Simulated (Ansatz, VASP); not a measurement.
## One calculation of SiO2, two programs

File INCAR:

```
  ALGO = Normal
  EDIFF = 1E-6
  ENCUT = 520
  GGA = PE
  ISIF = 2
  ISMEAR = 0
  LASPH = True
  LCHARG = False
  LREAL = False
  LWAVE = False
  NBANDS = 25
  NELM = 100
  PREC = Accurate
  SIGMA = 0.05
```

Contents of KPOINTS:

```
k-points
0
Gamma
  6 6 8
```

The input POSCAR:

```
SiO2
1.0
    4.2358788266      0.0000000000      0.0000000000
    0.0000000000      4.5323903445      0.0000000000
    0.0000000000      0.0000000000      2.6897743046
Si O
2 4
Direct
    0.5000000000      0.5000000000      0.5000000000
    0.0000000000      0.0000000000      0.0000000000
    0.6836979468      0.7023276386      0.0000000000
    0.1836979468      0.7976723614      0.5000000000
    0.3163020532      0.2976723614      0.0000000000
    0.8163020532      0.2023276386      0.5000000000
```

Input for Ansatz:

```yaml
crystal:
  lattice:
    - [4.2358788266, 0.0, 0.0]
    - [0.0, 4.5323903445, 0.0]
    - [0.0, 0.0, 2.6897743046]
  atoms:
    - { symbol: Si, position: [0.5, 0.5, 0.5] }
    - { symbol: Si, position: [0.0, 0.0, 0.0] }
    - { symbol: O, position: [0.6836979468, 0.7023276386, 0.0] }
    - { symbol: O, position: [0.1836979468, 0.7976723614, 0.5] }
    - { symbol: O, position: [0.3163020532, 0.2976723614, 0.0] }
    - { symbol: O, position: [0.8163020532, 0.2023276386, 0.5] }
basis:
  ecutwfc: 520.0
kpoints:
  mp_grid: { grid: [6, 6, 8] }
hamiltonian:
  xc: pbe
  pseudopotentials: { kind: paw, azcp: { folder: soft_1 } }
scf:
  occupations: { method: gaussian, width: 0.05 }
output:
  forces: true
  stress: true
  eigenvalues: true
```

Change from the starting cell: mode 4 frozen in at -0.056 Å, normal strain along y +0.0700.

Alike in both runs: task single point; functional PBE; k mesh 6 × 6 × 8; occupations gaussian, width 0.05 eV; no spin polarisation.

```csv
,VASP,Ansatz
version,VASP 6.6.1,Ansatz 0.2.0
potentials or method,"VASP PAW PBE potentials, release 64 (Si, O), cutoff 520 eV","scalar-relativistic, plane waves, PAW"
valence electrons in the cell,32,32
```

|  | VASP | Ansatz | Ansatz less VASP |
| --- | --- | --- | --- |
| gap on the k mesh at the Fermi level (eV) | 3.87 | 3.89 | +0.025 |
| least direct gap on the mesh (eV) | 3.87 | 3.89 | +0.025 |
| pressure (GPa) | -15.8 | -16.1 | -0.25 |
| traceless stress, the component that is largest in VASP (GPa) | -16.92 | -16.69 | +0.229 |
| rms of the force components (eV/Å) | 0.466 | 0.477 | +0.0109 |

Atom by atom the forces differ by 0.012 eV/Å (rms over components).
